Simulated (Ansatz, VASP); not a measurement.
One calculation of Ir, two programs

```
CELL_PARAMETERS angstrom
2.72908 0.00000 0.00000
-1.36454 2.36346 0.00000
0.00000 0.00000 4.42166
ATOMIC_POSITIONS crystal
Ir 0.33333 0.66667 0.25000
Ir 0.66667 0.33333 0.75000
```

Alike in both runs: functional r2SCAN; k mesh 18 × 18 × 10; occupations gaussian, width 0.1 eV; no spin polarisation.

Ansatz relaxed the structure, and its values are those at the end. VASP's run is a single point on that final structure, the one shown.

```csv
,VASP,Ansatz
version,VASP 6.6.1,Ansatz 0.2.0
potentials or method,"VASP PAW PBE potentials, release 64 (Ir), cutoff 520 eV","scalar-relativistic, plane waves, PAW"
valence electrons in the cell,18,34
```

```tsv
	VASP	Ansatz	Ansatz less VASP
gap on the k mesh at the Fermi level (eV)	none	none	-
pressure (GPa)	2.5	0.1	-2.48
```

VASP's potentials were made for PBE, not for r2SCAN. A gap of «none» marks a metal or a gap that the smearing closes. VASP's potentials hold 18 valence electrons a cell and Ansatz's 34, so a difference there can come from the potentials and not from the codes.

Spin-orbit coupling is off throughout.
